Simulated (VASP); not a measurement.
# BN (Pm) in VASP: a series of runs

The runs below take BN through single point, with PBEsol.

Program: VASP 6.6.1. These are calculated values, not measurements. Logs are shortened: lines on timing, memory, paths and dates and some standing lists are left out, and cuts for length are marked.

## (1) The cell of the first run

The structure is monoclinic, space group Pm (No. 6). The conventional cell has a = 2.504 Å, b = 7.019 Å, c = 2.504 Å, α = 90.00°, β = 120.00°, γ = 90.00°. B (site symmetry m) has 3 N at 1.45 Å within 1.9 Å. Within 1.7 Å of B (site symmetry m) lie 3 N at 1.30 to 1.66 Å. N (site symmetry m) has 3 B at 1.30 to 1.66 Å within 1.7 Å. N (site symmetry m) has 3 B at 1.45 Å within 1.9 Å.

## (2) Single point, PBEsol (atom 3 (N) moved -0.225 Å along Cartesian [1 -1 0])

Input file INCAR:

```
SYSTEM = BN
PREC = Accurate
ENCUT = 520
EDIFF = 1E-6
ISMEAR = 0
SIGMA = 0.05
LREAL = .FALSE.
LASPH = .TRUE.
NELM = 60
ALGO = Normal
ISIF = 2
LWAVE = .FALSE.
LCHARG = .FALSE.
GGA = PS
NBANDS = 16
```

Input file KPOINTS:

```
regular mesh
0
G
  12 12 4
  0 0 0
```

Input file POSCAR:

```
BN
1.0
    2.5043488457      0.0000000000      0.0000000000
   -1.2521744229      2.1688297203      0.0000000000
    0.0000000000      0.0000000000      7.0190956742
B N
2 2
Direct
    0.3333333333      0.6666666667      0.2500000000
    0.6666666667      0.3333333333      0.7500000000
    0.3064827767      0.7400237515      0.7500000000
    0.6666666667      0.3333333333      0.2500000000
```

Potentials or basis: VASP PAW PBE potentials, release 64 (B, N).

Run with:

```console
cat potpaw_PBE.64/B/POTCAR potpaw_PBE.64/N/POTCAR > POTCAR
mpirun -np 1 vasp_std > vasp.out
```

OUTCAR:

```text
SYSTEM = BN
   PREC = Accurate
   ENCUT = 520
   EDIFF = 1E-6
   ISMEAR = 0
   LREAL = .FALSE.
   LASPH = .TRUE.
   NELM = 60
   ISIF = 2
   GGA = PS

 ion  position               nearest neighbor table
   1  0.333  0.667  0.250-   4 1.45   4 1.45   4 1.45
   2  0.667  0.333  0.750-   3 1.30   3 1.40   3 1.66
   3  0.306  0.740  0.750-   2 1.30   2 1.40   2 1.66
   4  0.667  0.333  0.250-   1 1.45   1 1.45   1 1.45

  LATTYP: Found a hexagonal cell.
 ALAT       =     2.5043488457
 C/A-ratio  =     2.8027627566

  Lattice vectors:

 A1 = (   2.5043488457,   0.0000000000,   0.0000000000)
 A2 = (  -1.2521744229,   2.1688297203,   0.0000000000)
 A3 = (   0.0000000000,   0.0000000000,   7.0190956742)

Analysis of symmetry for initial positions (statically):
=====================================================================
 Subroutine PRICEL returns:
 Original cell was already a primitive cell.

 Routine SETGRP: Setting up the symmetry group for a
 hexagonal supercell.

 Subroutine GETGRP returns: Found  2 space group operations
 (whereof  1 operations were pure point group operations)
 out of a pool of 24 trial point group operations.

The static configuration has the point symmetry C_1 .
 The point group associated with its full space group is C_1h.

Analysis of symmetry for dynamics (positions and initial velocities):
=====================================================================
 Subroutine PRICEL returns:
 Original cell was already a primitive cell.

 Routine SETGRP: Setting up the symmetry group for a
 hexagonal supercell.

 Subroutine GETGRP returns: Found  2 space group operations
 (whereof  1 operations were pure point group operations)
 out of a pool of 24 trial point group operations.

The dynamic configuration has the point symmetry C_1 .
 The point group associated with its full space group is C_1h.

 Subroutine INISYM returns: Found  2 space group operations
 (whereof  1 operations are pure point group operations),
 and found     1 'primitive' translations

----------------------------------------------------------------------------------------

                                     Primitive cell

  volume of cell :      38.1243

  direct lattice vectors                    reciprocal lattice vectors
     2.504348846  0.000000000  0.000000000     0.399305393  0.230539076  0.000000000
    -1.252174423  2.168829720  0.000000000     0.000000000  0.461078152  0.000000000
     0.000000000  0.000000000  7.019095674     0.000000000  0.000000000  0.142468495

  length of vectors
     2.504348846  2.504348846  7.019095674     0.461078152  0.461078152  0.142468495

  position of ions in fractional coordinates (direct lattice)
     0.333333333  0.666666667  0.250000000
     0.666666667  0.333333333  0.750000000
     0.306482777  0.740023751  0.750000000
     0.666666667  0.333333333  0.250000000

  ion indices of the primitive-cell ions
   primitive index   ion index
                 1           1
                 2           2
                 3           3
                 4           4

----------------------------------------------------------------------------------------

 KPOINTS: regular mesh

Automatic generation of k-mesh.
 Grid dimensions read from file:
 generate k-points for:   12   12    4

 Generating k-lattice:

  Cartesian coordinates                     Fractional coordinates (reciprocal lattice)
     0.033275449  0.019211590  0.000000000     0.083333333  0.000000000  0.000000000
     0.000000000  0.038423179  0.000000000     0.000000000  0.083333333  0.000000000
     0.000000000  0.000000000  0.035617124     0.000000000  0.000000000  0.250000000

  Length of vectors
     0.038423179  0.038423179  0.035617124

  Shift w.r.t. Gamma in fractional coordinates (k-lattice)
     0.000000000  0.000000000  0.000000000

 Subroutine IBZKPT returns following result:
 ===========================================

 Found    222 irreducible k-points:

 Following reciprocal coordinates:
            Coordinates               Weight
  0.000000  0.000000  0.000000      1.000000
  0.083333 -0.000000  0.000000      2.000000
  0.000000  0.083333  0.000000      2.000000
 -0.083333  0.083333  0.000000      2.000000
  0.166667 -0.000000  0.000000      2.000000
  0.000000  0.166667  0.000000      2.000000
[... 16 lines left out ...]
  0.166667  0.083333  0.000000      2.000000
 -0.083333  0.250000  0.000000      2.000000
 [... further k-points ...]
   k-points           NKPTS =    222   k-points in BZ     NKDIM =    222   number of bands    NBANDS=     16
   number of dos      NEDOS =    301   number of ions     NIONS =      4
   total plane-waves  NPLWV =  21600
   dimension x,y,z NGX =    20 NGY =   20 NGZ =   54
   dimension x,y,z NGXF=    40 NGYF=   40 NGZF=  108
   ions per type =               2   2
   NGX,Y,Z   is equivalent  to a cutoff of  13.28, 13.28, 12.79 a.u.
   NGXF,Y,Z  is equivalent  to a cutoff of  26.55, 26.55, 25.58 a.u.
 SYSTEM =  BN
   PREC   = accura    normal or accurate (medium, high low for compatibility)
   ISTART =      0    job   : 0-new  1-cont  2-samecut
   ICHARG =      2    charge: 1-file 2-atom 10-const
   ISPIN  =      1    spin polarized calculation?
   LNONCOLLINEAR =      F non collinear calculations
   LSORBIT =      F    spin-orbit coupling
   LASPH  =      T    aspherical Exc in radial PAW
   ENCUT  =  520.0 eV  38.22 Ry    6.18 a.u.   4.66  4.66 13.05*2*pi/ulx,y,z
   NELM   =     60;   NELMIN=  2; NELMDL= -5     # of ELM steps
   EDIFF  = 0.1E-05   stopping-criterion for ELM
   LREAL  =      F    real-space projection
   EDIFFG = 0.1E-04   stopping-criterion for IOM
   NSW    =      0    number of steps for IOM
   IBRION =     -1    ionic relax: 0-MD 1-quasi-New 2-CG
   NFREE  =      0    steps in history (QN), initial steepest desc. (CG)
   ISIF   =      2    stress and relaxation
   ISYM   =      2    0-nonsym 1-usesym 2-fastsym
   POTIM  = 0.5000    time-step for ionic-motion
   TEBEG  =    0.0;   TEEND  =   0.0 temperature during run
   PSTRESS=    0.0 pullay stress
   NELECT =      16.0000    total number of electrons
   NUPDOWN=      -1.0000    fix difference up-down
   EMIN   =  10.00;   EMAX   =-10.00  energy-range for DOS
   EFERMI =   0.00;   METHOD = LEGACY
   ISMEAR =     0;   SIGMA  =   0.05  broadening in eV -4-tet -1-fermi 0-gaus
   EFERMI_NEDOS =   21; number of points for ismear=-14 and -15
   IALGO  =     38    algorithm
   IMIX   =      4    mixing-type and parameters
     AMIX     =   0.40;   BMIX     =  1.00
     AMIX_MAG =   1.60;   BMIX_MAG =  1.00
  volume/ion in A,a.u.               =       9.53        64.32
  Fermi-wavevector in a.u.,A,eV,Ry     =   1.225691  2.316220 20.440284  1.502319
  Thomas-Fermi vector in A             =   2.360720
   LORBIT       =      0    0 simple, 1 ext, 2 COOP (PROOUT), +10 PAW based schemes
   GGA     = PS    functional components
   LHFCALC =     F    Hartree Fock is set to
   AEXX    =    0.0000 exact exchange contribution
   IVDW    =     0    specifies the selected vdW correction
   LEPSILON=     F    determine dielectric tensor
   LRPA    =     F    only Hartree local field effects (RPA)
 non-spin polarized calculation
 Gauss-broadening in eV      SIGMA  =   0.05
  energy-cutoff  :      520.00
  volume of cell :       38.12
 maximum number of plane-waves:      1058
   NGX =  9   NGY =  9   NGZ = 27

 number of electron      15.9999998 magnetization

 Free energy of the ion-electron system (eV)
  ---------------------------------------------------
  ext. energy  EPLUGINS =         0.00000000
  ---------------------------------------------------
  free energy    TOTEN  =       -35.68526591 eV

  energy without entropy =      -35.68526591  energy(sigma->0) =      -35.68526591

 E-fermi :   3.2298     XC(G=0):  -9.9138

 val. band max:        2.9127647086   @ k =   0.0000   0.0000   0.5000
 cond. band min:       5.4980242974   @ k =   0.0000   0.5000   0.5000
 fundamental gap:      2.5852595888
 Fermi energy:         3.2298203920

 k-point     1 :       0.0000    0.0000    0.0000
  band No.  band energies     occupation
      1     -15.9748      2.00000
      2     -15.7771      2.00000
      3      -4.3566      2.00000
      4      -2.7215      2.00000
      5      -2.0412      2.00000
      6       0.4227      2.00000
[... 8 lines left out ...]
     15      14.7961      0.00000
     16      16.0638      0.00000

 k-point     2 :       0.0833   -0.0000    0.0000
  band No.  band energies     occupation
      1     -15.8424      2.00000
      2     -15.6492      2.00000
      3      -4.1693      2.00000
      4      -2.5496      2.00000
      5      -2.3508      2.00000
      6      -0.1385      2.00000
[... 8 lines left out ...]
     15      14.2857      0.00000
     16      16.3573      0.00000

 k-point     3 :       0.0000    0.0833    0.0000
  band No.  band energies     occupation
      1     -15.8438      2.00000
      2     -15.6510      2.00000
      3      -4.1674      2.00000
      4      -2.5473      2.00000
      5      -2.3672      2.00000
      6      -0.1383      2.00000
[... 8 lines left out ...]
     15      14.2610      0.00000
     16      16.1706      0.00000

 k-point     4 :      -0.0833    0.0833    0.0000
  band No.  band energies     occupation
      1     -15.8368      2.00000
      2     -15.6410      2.00000
      3      -4.1766      2.00000
      4      -2.5588      2.00000
      5      -2.1933      2.00000
      6      -0.1391      2.00000
[... 8 lines left out ...]
     15      14.3846      0.00000
     16      16.4449      0.00000
[... 324 lines left out ...]
 k-point    22 :      -0.1667    0.0833    0.0000
  band No.  band energies     occupation
      1     -15.5684      2.00000
      2     -15.3787      2.00000
      3      -3.8148      2.00000
      4      -2.6565      2.00000
      5      -2.2310      2.00000
      6      -1.0588      2.00000
[... 8 lines left out ...]
     15      15.1641      0.00000
     16      16.7620      0.00000

 k-point    23 :       0.1667    0.0833    0.0000
  band No.  band energies     occupation
      1     -15.1003      2.00000
      2     -14.9192      2.00000
      3      -3.9722      2.00000
      4      -3.0490      2.00000
      5      -2.5505      2.00000
      6      -1.5262      2.00000
[... 8 lines left out ...]
     15      15.9777      0.00000
     16      16.5218      0.00000

 k-point    24 :      -0.0833    0.2500    0.0000
  band No.  band energies     occupation
      1     -15.0682      2.00000
      2     -14.8965      2.00000
      3      -3.7607      2.00000
      4      -3.0797      2.00000
      5      -2.5510      2.00000
      6      -1.5653      2.00000
[... 8 lines left out ...]
     15      15.9908      0.00000
     16      16.4051      0.00000

 [... further k-points ...]
[... 5 lines left out ...]
  --------------------------------------------------------------------------------------
  -------------------------------------------------------------------------------------
  Total        0.3844811      5.2652545     -0.0280600      1.6196729      0.0000000      0.0000000
  in kB       16.1578713    221.2730424     -1.1792273     68.0669744      0.0000000      0.0000000
  external PRESSURE =      78.7505621 kB  Pullay stress =       0.0000000 kB

 VOLUME and BASIS-vectors are now :
 -----------------------------------------------------------------------------
  energy-cutoff  :      520.00
  volume of cell :       38.12
      direct lattice vectors                 reciprocal lattice vectors
     2.504348846  0.000000000  0.000000000     0.399305393  0.230539076  0.000000000
    -1.252174423  2.168829720  0.000000000     0.000000000  0.461078152  0.000000000
     0.000000000  0.000000000  7.019095674     0.000000000  0.000000000  0.142468495

 POSITION                                       TOTAL-FORCE (eV/Angst)
 -----------------------------------------------------------------------------------
     -0.00000      1.44589      1.75477        -0.003180      0.001684      0.000000
      1.25217      0.72294      5.26432        -3.258997      6.784129      0.000000
     -0.15910      1.60499      5.26432         3.259041     -6.791784      0.000000
      1.25217      0.72294      1.75477         0.003136      0.005971      0.000000
 -----------------------------------------------------------------------------------
    total drift:                               -0.000045     -0.000222      0.000000

  FREE ENERGIE OF THE ION-ELECTRON SYSTEM (eV)
  ---------------------------------------------------
  free  energy   TOTEN  =       -35.6852659074 eV

  energy  without entropy=      -35.6852659074  energy(sigma->0) =      -35.68526591
```

Wall time 66 s (1 thread of Intel Xeon 6975P-C (Granite Rapids), shared host); peak memory 0.23 GiB.

Results:

- Free energy: -35.6853 eV
- Pressure: 7.9 GPa
- Largest force: 7.533 eV/Å
- Band gap on the k mesh: 2.59 eV, indirect (least direct gap 3.58 eV)

Forces on the atoms (eV/Å):
```
B   -0.003  0.002  0.000
B   -3.259  6.784  0.000
N    3.259 -6.792  0.000
N    0.003  0.006  0.000
```

Stress tensor (GPa, compression positive):
```
 1.62  6.81  0.00
 6.81 22.13  0.00
 0.00  0.00 -0.12
```

Caveat: the cell differs from its parent crystal (atom 3 (N) moved -0.225 Å along Cartesian [1 -1 0]); the PAW data sets were made with another functional, which shifts forces and pressure a little; this functional lacks dispersion, which binds the layers, so the pressure and a relaxed spacing across them are unreliable. A k mesh can miss the band edges.

## (3) Single point, PBEsol (atom 3 (N) moved -0.338 Å along Cartesian [1 -1 0])

Input file INCAR:

```
SYSTEM = BN
  PREC = Accurate
  ENCUT = 520
  EDIFF = 1E-6
  ISMEAR = 0
  SIGMA = 0.05
  LREAL = .FALSE.
  LASPH = .TRUE.
  NELM = 100
  ALGO = Normal
  ISIF = 2
  LWAVE = .FALSE.
  LCHARG = .FALSE.
  GGA = PS
  NBANDS = 16
```

KPOINTS is that of step 2.

Edit POSCAR of step 2 so:

```diff
@@ -10,3 +10,3 @@
     0.6666666667      0.3333333333      0.7500000000
-    0.3064827767      0.7400237515      0.7500000000
+    0.2930574984      0.7767022939      0.7500000000
     0.6666666667      0.3333333333      0.2500000000
```

Potentials or basis: VASP PAW PBE potentials, release 64 (B, N).

Run with:

```console
cat potpaw_PBE.64/B/POTCAR potpaw_PBE.64/N/POTCAR > POTCAR
mpirun -np 1 vasp_std > vasp.out
```

It took 62 s on 1 thread of Intel Xeon 6975P-C (Granite Rapids), shared host; peak memory 0.23 GiB.

The run converged. Its results:

| Quantity | Value |
| --- | --- |
| Free energy | -34.7776 eV |
| Pressure | 15.9 GPa |
| Largest force | 10.636 eV/Å |
| Band gap on the k mesh | 1.71 eV, indirect (least direct gap 2.88 eV) |

Forces on the atoms (eV/Å):
```
B    -0.005   0.001   0.000
B    -2.041  10.426   0.000
N     2.039 -10.439   0.000
N     0.007   0.011   0.000
```

Stress tensor (GPa, compression positive):
```
 7.37  9.57  0.00
 9.57 40.42  0.00
 0.00  0.00 -0.11
```

Levels at points of the mesh, in eV from the valence-band top:
```
           k point  band 5  band 6  band 7  band 8  band 9  band 10  band 11  band 12
(0.00, 0.00, 0.00)   -6.37   -3.19   -3.19    0.00    2.88     6.63     7.65     9.66
(0.50, 0.00, 0.00)   -6.01   -4.08   -3.14   -2.46    2.25     3.27     4.93     7.77
(0.00, 0.50, 0.00)   -6.01   -4.18   -2.91   -2.34    1.89     2.96     6.50     7.77
(0.50, 0.50, 0.00)   -8.04   -6.01   -4.13   -2.65    2.60     6.13     7.29     7.96
(0.00, 0.00, 0.50)   -6.66   -3.19   -3.19    0.00    4.80     4.95     6.89     9.66
(0.50, 0.00, 0.50)   -6.01   -4.08   -2.81   -2.75    2.44     2.77     4.98     7.91
(0.00, 0.50, 0.50)   -6.01   -4.19   -2.81   -2.34    1.71     2.77     6.58     7.94
(0.50, 0.50, 0.50)   -8.04   -6.01   -4.00   -2.82    2.79     5.53     7.59     7.88
```

Caveat: the cell differs from its parent crystal (atom 3 (N) moved -0.338 Å along Cartesian [1 -1 0]); the PAW data sets were made with another functional, which shifts forces and pressure a little; this functional lacks dispersion, which binds the layers, so the pressure and a relaxed spacing across them are unreliable. A k mesh can miss the band edges.

(Part 1 of 2 ends here.)
